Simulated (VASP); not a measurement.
# BN (a cell with a defect) in VASP: electric field gradients with PBE

Aim: the electric field gradients of BN (a cell with a defect) with PBE.

Everything below comes from runs of VASP 6.6.1. Logs are shortened: lines on timing, memory, paths and dates and some standing lists are left out, and cuts for length are marked.

## 1. The cell of the first run

The cell holds a defect, 34 atoms: a = 7.465 Å, b = 7.465 Å, c = 6.495 Å, α = 90.00°, β = 90.00°, γ = 120.00°.

## 2. Electric field gradients, PBE, collinear spin

Input file INCAR:

```
PREC = Accurate
ENCUT = 520
EDIFF = 1E-8
ISMEAR = -1
SIGMA = 0.01
LREAL = F
LASPH = T
NELM = 200
ALGO = Normal
ISIF = 2
LWAVE = F
LCHARG = F
ISPIN = 2
MAGMOM = 0 0.08 0 0.01 0 0 0 0.08 0 0 0.01 0 0.01 0 0.01 0 0.01 0.01 0 0.04 0 0.04 0 0 0.3 0 0.04 0 0.01 0 0.3 0 0.01 0
LORBIT = 11
NUPDOWN = 2.0
GGA = PE
LEFG = T
NBANDS = 95
GGA_COMPAT = F
KPAR = 2
NCORE = 2
```

Input file KPOINTS:

```
Automatic mesh
0
Gamma
  2 2 2
  0.5 0.5 0.5
```

Input file POSCAR:

```
BN
1.0
    7.4650312844      0.0000000000      0.0000000000
   -3.7325156422      6.4649067324      0.0000000000
    0.0000000000      0.0000000000      6.4954828762
B N
17 17
Direct
    0.1139382281      0.2232642284      0.2508248712
    0.2142528217      0.1033119666      0.7508777058
    0.1136194561      0.5558245535      0.2508303499
    0.2271734038      0.4459526608      0.7510145958
    0.1134004628      0.8892238206      0.2506046497
    0.2177223413      0.7717015452      0.7508432790
    0.4475920346      0.2238640357      0.2507494255
    0.5523094923      0.1029414655      0.7514504019
    0.4474414408      0.5560169649      0.2506007975
    0.4471674102      0.8892370046      0.2510363189
    0.5569494692      0.7759447404      0.7515624961
    0.7806825783      0.2232062087      0.2510303820
    0.8875820448      0.1124409928      0.7513948934
    0.7798496939      0.5559652619      0.2506077533
    0.8816650312      0.4461234327      0.7506919250
    0.7803095523      0.8892465202      0.2507182412
    0.8825674824      0.7755153232      0.7501890271
    0.1159290203      0.2223465813      0.7509988418
    0.2245500114      0.1120757953      0.2507522289
    0.1086194678      0.5520795329      0.7508349345
    0.2244397766      0.4453202569      0.2508456968
    0.1121845916      0.8880159344      0.7504159897
    0.2245261640      0.7787482374      0.2508301681
    0.5578126563      0.1121775940      0.2512163988
    0.4429113089      0.5614113294      0.7518088558
    0.5577792240      0.4453940371      0.2504002936
    0.4406994959      0.8875923377      0.7514511660
    0.5579703147      0.7789174107      0.2509536852
    0.7708161849      0.2218029783      0.7516773937
    0.8912925966      0.1122555714      0.2509702783
    0.7824558969      0.5614629097      0.7489963473
    0.8911334734      0.4453758610      0.2507921614
    0.7793223056      0.8936466779      0.7511829847
    0.8912212600      0.7788822745      0.2502190150
```

Potentials or basis: VASP PAW PBE potentials, release 64 (B, N).

Launch:

```
$ cat potpaw_PBE.64/B/POTCAR potpaw_PBE.64/N/POTCAR > POTCAR
$ mpirun -np 4 vasp_std > vasp.out
```

OUTCAR:

```text
PREC = Accurate
   ENCUT = 520
   EDIFF = 1E-8
   ISMEAR = -1
   LREAL = F
   LASPH = T
   NELM = 200
   ISIF = 2
   ISPIN = 2
   LORBIT = 11
   NUPDOWN = 2.0
   GGA = PE

 ion  position               nearest neighbor table
   1  0.114  0.223  0.251-  19 1.43  21 1.44  30 1.44
   2  0.214  0.103  0.751-  22 1.39  18 1.41
   3  0.114  0.556  0.251-  21 1.43  32 1.44  23 1.44
   4  0.227  0.446  0.751-  25 1.40  18 1.45  20 1.45
   5  0.113  0.889  0.251-  23 1.43  34 1.44  19 1.44
   6  0.218  0.772  0.751-  20 1.42  22 1.43  27 1.44
   7  0.448  0.224  0.251-  26 1.43  24 1.43  19 1.44
   8  0.552  0.103  0.751-  27 1.39  29 1.41
   9  0.447  0.556  0.251-  26 1.43  28 1.44  21 1.44
  10  0.447  0.889  0.251-  28 1.43  23 1.44  24 1.44
  11  0.557  0.776  0.752-  25 1.39  33 1.44  27 1.47
  12  0.781  0.223  0.251-  30 1.43  32 1.44  24 1.44
  13  0.888  0.112  0.751-  33 1.41  29 1.46  18 1.48
  14  0.780  0.556  0.251-  32 1.43  26 1.44  34 1.44
[... 8 lines left out ...]
  23  0.225  0.779  0.251-   5 1.43  10 1.44   3 1.44
  24  0.558  0.112  0.251-   7 1.43  12 1.44  10 1.44
  25  0.443  0.561  0.752-  11 1.39   4 1.40
  26  0.558  0.445  0.250-   9 1.43   7 1.43  14 1.44
  27  0.441  0.888  0.751-   8 1.39   6 1.44  11 1.47
  28  0.558  0.779  0.251-  10 1.43  16 1.44   9 1.44
  29  0.771  0.222  0.752-   8 1.41  15 1.45  13 1.46
  30  0.891  0.112  0.251-  12 1.43   1 1.44  16 1.44
  31  0.782  0.561  0.749-  17 1.38  15 1.39
  32  0.891  0.445  0.251-  14 1.43  12 1.44   3 1.44
  33  0.779  0.894  0.751-  13 1.41  17 1.43  11 1.44
  34  0.891  0.779  0.250-  16 1.43   5 1.44  14 1.44

  LATTYP: Found a hexagonal cell.
 ALAT       =     7.4650312844
 C/A-ratio  =     0.8701213202

  Lattice vectors:

 A1 = (   7.4650312844,   0.0000000000,   0.0000000000)
 A2 = (  -3.7325156422,   6.4649067324,   0.0000000000)
 A3 = (   0.0000000000,   0.0000000000,   6.4954828762)

Analysis of symmetry for initial positions (statically):
=====================================================================
 Subroutine PRICEL returns:
 Original cell was already a primitive cell.

 Routine SETGRP: Setting up the symmetry group for a
 hexagonal supercell.

 Subroutine GETGRP returns: Found  1 space group operations
 (whereof  1 operations were pure point group operations)
 out of a pool of 24 trial point group operations.

The static configuration has the point symmetry C_1 .

Analysis of symmetry for dynamics (positions and initial velocities):
=====================================================================
 Subroutine PRICEL returns:
 Original cell was already a primitive cell.

 Routine SETGRP: Setting up the symmetry group for a
 hexagonal supercell.

 Subroutine GETGRP returns: Found  1 space group operations
 (whereof  1 operations were pure point group operations)
 out of a pool of 24 trial point group operations.

The dynamic configuration has the point symmetry C_1 .

Analysis of structural, dynamic, and magnetic symmetry:
=====================================================================
 Subroutine PRICEL returns:
 Original cell was already a primitive cell.

 Routine SETGRP: Setting up the symmetry group for a
 hexagonal supercell.

 Subroutine GETGRP returns: Found  1 space group operations
 (whereof  1 operations were pure point group operations)
 out of a pool of 24 trial point group operations.

The overall configuration has the point symmetry C_1 .

 Subroutine INISYM returns: Found  1 space group operations
 (whereof  1 operations are pure point group operations),
 and found     1 'primitive' translations

----------------------------------------------------------------------------------------

                                     Primitive cell

  volume of cell :     313.4768

  direct lattice vectors                    reciprocal lattice vectors
     7.465031284  0.000000000  0.000000000     0.133957911  0.077340636  0.000000000
    -3.732515642  6.464906732  0.000000000     0.000000000  0.154681273  0.000000000
[... 164 lines left out ...]
   IVDW    =     0    specifies the selected vdW correction
   LEPSILON=     F    determine dielectric tensor
   LRPA    =     F    only Hartree local field effects (RPA)
 spin polarized calculation
  energy-cutoff  :      520.00
  volume of cell :      313.48
 maximum number of plane-waves:      8452
   NGX = 27   NGY = 27   NGZ = 25

 number of electron     136.0000003 magnetization       1.9999947

 Free energy of the ion-electron system (eV)
  ---------------------------------------------------
  ext. energy  EPLUGINS =         0.00000000
  ---------------------------------------------------
  free energy    TOTEN  =      -289.34179478 eV

  energy without entropy =     -289.34179478  energy(sigma->0) =     -289.34179478

 E-fermi :   2.5329     XC(G=0):  -9.9900

 val. band max:        2.6857037876   @ k =   0.0000   0.2500   0.2500
 cond. band min:       2.8162023621   @ k =   0.5000  -0.2500   0.2500
 fundamental gap:      0.1304985745
 Fermi energy:         2.9549667485

 spin component 1

 k-point     1 :       0.2500    0.2500    0.2500
  band No.  band energies     occupation
      1     -15.4497      1.00000
      2     -15.1990      1.00000
      3     -15.0378      1.00000
      4     -14.7292      1.00000
      5     -14.7029      1.00000
      6     -14.3412      1.00000
[... 985 lines left out ...]
     79       8.6924      0.00000
     80       8.9060      0.00000
 Fermi energy:         2.5328913944

 spin component 2

 k-point     1 :       0.2500    0.2500    0.2500
  band No.  band energies     occupation
      1     -15.3906      1.00000
      2     -15.1776      1.00000
      3     -14.9598      1.00000
      4     -14.7210      1.00000
      5     -14.6907      1.00000
      6     -14.2289      1.00000
[... 985 lines left out ...]
     79       8.7438      0.00000
     80       8.9756      0.00000
 [bands above 80 left out]

------------------------ aborting loop because EDIFF is reached ----------------------------------------

  FORCE on cell =-STRESS in cart. coord.  units (eV):
  Direction    XX          YY          ZZ          XY          YZ          ZX
  --------------------------------------------------------------------------------------
  -------------------------------------------------------------------------------------
  Total       11.5835054     22.9086476      5.9579274     -1.0694321     -0.0037233      0.0032700
  in kB       59.2032091    117.0859261     30.4509222     -5.4658597     -0.0190296      0.0167130
  external PRESSURE =      68.9133525 kB  Pullay stress =       0.0000000 kB

 VOLUME and BASIS-vectors are now :
 -----------------------------------------------------------------------------
  energy-cutoff  :      520.00
  volume of cell :      313.48
      direct lattice vectors                 reciprocal lattice vectors
     7.465031284  0.000000000  0.000000000     0.133957911  0.077340636  0.000000000
    -3.732515642  6.464906732  0.000000000     0.000000000  0.154681273  0.000000000
     0.000000000  0.000000000  6.495482876     0.000000000  0.000000000  0.153953142

 POSITION                                       TOTAL-FORCE (eV/Angst)
 -----------------------------------------------------------------------------------
      0.01722      1.44338      1.62923        -0.184879      0.100800      0.000371
      1.21379      0.66790      4.87731        -0.279944     -0.227924     -0.000591
     -1.22645      3.59335      1.62926        -0.189949      0.111662     -0.000534
      0.03133      2.88304      4.87820         0.350432      0.089146      0.013047
     -2.47250      5.74875      1.62780        -0.165005      0.082353      0.000673
     -1.25508      4.98898      4.87709         0.197393     -0.136589      0.000959
[... 26 lines left out ...]
      2.48212      5.77734      4.87930        -0.185964      0.150280      0.000141
      3.74580      5.03540      1.62529         0.175423     -0.101814      0.011037
 -----------------------------------------------------------------------------------
    total drift:                               -0.000685      0.000350     -0.000498

  FREE ENERGIE OF THE ION-ELECTRON SYSTEM (eV)
  ---------------------------------------------------
  free  energy   TOTEN  =      -289.3417947845 eV

  energy  without entropy=     -289.3417947845  energy(sigma->0) =     -289.34179478

 Electric field gradients (V/A^2)
---------------------------------------------------------------------
 ion       V_xx      V_yy      V_zz      V_xy      V_xz      V_yz
---------------------------------------------------------------------
   1     -17.440   -17.933    35.374     0.275     0.033     0.002
   2       0.125   -25.396    25.270    22.292     0.015    -0.099
   3     -18.340   -17.258    35.598     0.410    -0.007     0.000
   4     -18.022   -15.137    33.159    -3.992    -0.111    -0.054
   5     -18.317   -17.156    35.474     0.056    -0.085    -0.035
   6     -13.733   -21.211    34.943     0.427    -0.140    -0.023
[... 26 lines left out ...]
  33      -0.002    -2.898     2.900    -0.024    -0.079     0.031
  34      -1.358    -1.881     3.240     0.218    -0.041     0.016
---------------------------------------------------------------------

 Electric field gradients after diagonalization (V/A^2)
 (convention: |V_zz| > |V_xx| > |V_yy|)
----------------------------------------------------------------------
 ion       V_xx      V_yy      V_zz     asymmetry (V_yy - V_xx)/ V_zz
----------------------------------------------------------------------
   1     -18.056   -17.318    35.374       0.021
   2      25.271    13.050   -38.321       0.319
   3     -18.478   -17.120    35.598       0.038
   4     -20.825   -12.335    33.160       0.256
   5     -18.320   -17.154    35.474       0.033
   6     -21.235   -13.709    34.944       0.215
[... 26 lines left out ...]
  33      -2.899    -0.004     2.903       0.997
  34      -1.961    -1.280     3.240       0.210
----------------------------------------------------------------------

           NMR quadrupolar parameters

 Cq : quadrupolar parameter    Cq=e*Q*V_zz/h
 eta: asymmetry parameters     (V_yy - V_xx)/ V_zz
 Q  : nuclear electric quadrupole moment in mb (millibarn)
----------------------------------------------------------------------
 ion       Cq(MHz)       eta       Q (mb)
----------------------------------------------------------------------
   1       0.086       0.021       1.000
   2      -0.093       0.319       1.000
   3       0.086       0.038       1.000
   4       0.080       0.256       1.000
   5       0.086       0.033       1.000
   6       0.084       0.215       1.000
[... 26 lines left out ...]
  33       0.007       0.997       1.000
  34       0.008       0.210       1.000
----------------------------------------------------------------------

 total charge

# of ion       s       p       d       tot
------------------------------------------
    1        0.754   1.455   0.000   2.209
    2        0.744   1.246   0.000   1.989
    3        0.753   1.452   0.000   2.205
    4        0.754   1.458   0.000   2.213
    5        0.754   1.454   0.000   2.207
    6        0.758   1.457   0.000   2.215
[... 26 lines left out ...]
   33        1.233   2.823   0.000   4.057
   34        1.229   2.816   0.000   4.045
--------------------------------------------------
tot         33.737  71.591   0.000 105.328

 magnetization (x)

# of ion       s       p       d       tot
------------------------------------------
    1       -0.000   0.000   0.000   0.000
    2        0.032   0.139   0.000   0.171
    3       -0.000   0.000   0.000  -0.000
    4        0.004   0.012   0.000   0.016
    5       -0.000  -0.000   0.000  -0.000
    6        0.003  -0.001   0.000   0.003
[... 26 lines left out ...]
   33        0.000   0.009   0.000   0.009
   34       -0.000  -0.000   0.000  -0.000
--------------------------------------------------
tot          0.175   1.193   0.000   1.369
```

It took 3.6 min on 4 MPI ranks of Intel Xeon Platinum 8488C (Sapphire Rapids), shared host; peak memory 0.46 GiB.

Results:

| Property | Result |
| --- | --- |
| Free energy | -289.3418 eV |
| Pressure | 6.9 GPa |
| Largest force | 0.537 eV/Å |
| Net moment | 2.00 μB per cell |
| Site moments | B +0.00, +0.17, -0.00, +0.02, +0.18, +0.01 (each value once); N +0.01, +0.04, -0.00, +0.05, +0.39, +0.00, +0.38 (each value once) μB |
| Largest electric field gradient by atom | B +35.4, -38.3, +35.6, +33.2, +35.5, +34.9, -37.7, +35.9, +32.3, +32.9, +33.0 (each value once); N +18.0, +5.9, +8.0, +4.0, +13.0, +4.3, +5.8, +30.6, +2.5, +11.8, +3.2, +17.2, +4.2, +27.9, +2.9 (each value once) V/Å² |
| Valence electrons inside the program's atomic spheres | B 2.21, 1.99, 1.98, 2.20, 2.22, 2.15 (each value once); N 4.02, 4.04, 4.03, 3.87, 4.05, 3.88, 4.06 (each value once) |

Forces in eV/Å, atoms in the order of the input:
```
B   -0.185  0.101  0.000
B   -0.280 -0.228 -0.001
B   -0.190  0.112 -0.001
B    0.350  0.089  0.013
B   -0.165  0.082  0.001
B    0.197 -0.137  0.001
B   -0.179  0.121  0.005
B    0.439 -0.142  0.000
B   -0.181  0.100  0.004
B   -0.179  0.100  0.002
B    0.196 -0.290 -0.006
B   -0.176  0.123  0.000
B    0.299 -0.148 -0.005
B   -0.182  0.105 -0.006
B    0.198 -0.006 -0.008
B   -0.178  0.101  0.000
B    0.108 -0.104 -0.001
N   -0.040 -0.033  0.000
N    0.181 -0.088 -0.003
N   -0.359  0.103 -0.001
N    0.181 -0.094 -0.001
N    0.066  0.243  0.005
N    0.169 -0.095  0.000
N    0.179 -0.118 -0.006
N    0.085  0.036 -0.005
N    0.188 -0.116  0.005
N   -0.440  0.308 -0.004
N    0.168 -0.099 -0.003
N   -0.388  0.157 -0.007
N    0.168 -0.100 -0.001
N   -0.227 -0.017  0.011
N    0.186 -0.116  0.001
N   -0.186  0.150  0.000
N    0.175 -0.102  0.011
```

Electric field gradients, principal values (V/Å²):
```
atom    least   middle  greatest (by size)
 1 B  -17.318  -18.056              35.374
 2 B   13.050   25.271             -38.321
 3 B  -17.120  -18.478              35.598
 4 B  -12.335  -20.825              33.160
 5 B  -17.154  -18.320              35.474
 6 B  -13.709  -21.235              34.944
 7 B  -16.700  -18.666              35.366
 8 B   12.057   25.615             -37.672
 9 B  -16.925  -19.019              35.944
10 B  -16.817  -18.646              35.462
11 B   -8.046  -24.275              32.321
12 B  -17.150  -18.203              35.353
13 B  -12.424  -20.426              32.850
14 B  -17.463  -18.475              35.938
15 B  -11.150  -21.819              32.970
16 B  -16.998  -18.565              35.563
17 B   -7.208  -25.102              32.310
18 N   -7.164  -10.800              17.964
19 N   -2.713   -3.194               5.907
20 N   -2.744   -5.232               7.976
21 N   -1.782   -2.237               4.019
22 N   -4.565   -8.424              12.989
23 N   -2.074   -2.236               4.310
24 N   -2.805   -2.976               5.782
25 N  -10.464  -20.173              30.637
26 N   -0.706   -1.747               2.453
27 N   -3.686   -8.158              11.844
28 N   -1.324   -1.885               3.208
29 N   -7.009  -10.173              17.182
30 N   -2.040   -2.181               4.221
31 N   -8.132  -19.771              27.903
32 N   -1.681   -2.344               4.026
33 N   -0.004   -2.899               2.903
34 N   -1.280   -1.961               3.240
```

Caveat: the k points lie up to 0.49 Å⁻¹ apart; the moment is held away from its start; without QUAD_EFG the Cq values of the log hold for a quadrupole moment of 1 mb, not for the nuclei; the total moment is fixed, so each spin has its own Fermi level and the state may be an excited one.
